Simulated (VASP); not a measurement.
Input of a VASP 6.6.1 run:

File INCAR:

```
SYSTEM = ZrB
PREC = Accurate
ENCUT = 520
EDIFF = 1E-6
ISMEAR = 0
SIGMA = 0.1
LREAL = .FALSE.
LASPH = .TRUE.
NELM = 60
ALGO = Normal
ISIF = 2
LWAVE = .FALSE.
LCHARG = .FALSE.
GGA = PE
NBANDS = 23
```

The input KPOINTS:

```
Automatic mesh
0
G
  12 12 10
  0 0 0
```

POSCAR

```
ZrB
1.0
    2.4520505267      2.4520505267      0.0000000000
   -2.4520505267      2.4520505267      0.0000000000
    0.0000000000      0.0000000000      5.0021830746
Zr B
2 2
Direct
    0.0000000000      0.0000000000      0.0000000000
    0.5000000000      0.5000000000      0.5000000000
    0.5000000000      0.5000000000      0.0000000000
    0.0000000000      0.0000000000      0.5000000000
```

Potentials or basis: VASP PAW PBE potentials, release 64 (Zr_sv, B).

Run with:

```bash
$ cat potpaw_PBE.64/Zr_sv/POTCAR potpaw_PBE.64/B/POTCAR > POTCAR
$ mpirun -np 1 vasp_std > vasp.out
```

Problem. What does it give for the band gap on the k mesh?

Solution. Zero (band 15 reaches 9.20 eV, above the bottom of band 16 at 6.16 eV).

Problem. Estimate the pressure.

Solution. -2.9 GPa.

Stress tensor (GPa, compression positive):
```
-1.13  0.00  0.00
 0.00 -1.13  0.00
 0.00  0.00 -6.32
```

Caveat: the cell differs from its parent crystal (strain along c alone, the other axes held: +2.0 %).
